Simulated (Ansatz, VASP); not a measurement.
Two plane-wave programs on BaTiO3

INCAR

```
SYSTEM = BaTiO3
ALGO     = Normal         ! electronic algorithm
EDIFF    = 1E-7           ! SCF threshold, eV
ENCUT    = 520            ! plane-wave cutoff, eV
GGA      = PE             ! functional
ISIF     = 2              ! what is computed and relaxed
ISMEAR   = 0              ! smearing method
LASPH    = .TRUE.         ! aspherical terms in the spheres
LCHARG   = .FALSE.        ! write CHGCAR
LREAL    = .FALSE.        ! projectors in reciprocal space
LWAVE    = .FALSE.        ! write WAVECAR
NBANDS   = 28             ! bands
NELM     = 80             ! most SCF steps
PREC     = Accurate       ! precision mode
SIGMA    = 0.05           ! smearing width, eV
```

File KPOINTS:

```
k-points
0
G
  8 8 8
  0 0 0
```

Contents of POSCAR:

```
BaTiO3
1.0
    4.1325087776      0.0000000000      0.0000000000
    0.0000000000      4.1325087776      0.0000000000
    0.0000000000      0.0000000000      3.8019548602
Ba Ti O
1 1 3
Direct
    0.0000000000      0.0000000000      0.0000000000
    0.5000000000      0.5000000000      0.5000000000
    0.5000000000      0.5000000000      0.0000000000
    0.5000000000      0.0000000000      0.5000000000
    0.0000000000      0.5000000000      0.5000000000
```

Input for Ansatz:

```yaml
crystal:
  lattice:
    - [4.1325087776, 0.0, 0.0]
    - [0.0, 4.1325087776, 0.0]
    - [0.0, 0.0, 3.8019548602]
  atoms:
    - { symbol: Ba, position: [0.0, 0.0, 0.0] }
    - { symbol: Ti, position: [0.5, 0.5, 0.5] }
    - { symbol: O, position: [0.5, 0.5, 0.0] }
    - { symbol: O, position: [0.5, 0.0, 0.5] }
    - { symbol: O, position: [0.0, 0.5, 0.5] }
basis:
  ecutwfc: 420
kpoints:
  mp_grid: { grid: [8, 8, 8] }
hamiltonian:
  xc: pbe
scf:
  occupations: { method: gaussian, width: 0.05 }
output:
  forces: true
  stress: true
  eigenvalues: true
```

Alike in both runs: task single point; functional PBE; k mesh 8 × 8 × 8; occupations gaussian, width 0.05 eV; no spin polarisation.

|  | VASP | Ansatz |
| --- | --- | --- |
| version | VASP 6.6.1 | Ansatz 0.2.0 |
| potentials or method | VASP PAW PBE potentials, release 64 (Ba_sv, Ti_sv, O), cutoff 520 eV | scalar-relativistic, plane waves, PAW |
| valence electrons in the cell | 40 | 40 |

Ansatz gave:

| Property | Result |
| --- | --- |
| gap on the k mesh at the Fermi level (eV) | 1.61 |
| least direct gap on the mesh (eV) | 1.75 |
| pressure (GPa) | 1.6 |
| traceless stress, the component that is largest in VASP (GPa) | 11.51 |

Q: Estimate VASP's values.

A: gap on the k mesh at the Fermi level (eV): 1.55; least direct gap on the mesh (eV): 1.71; pressure (GPa): 3.4; traceless stress, the component that is largest in VASP (GPa): 11.85.

Spin-orbit coupling is off throughout.
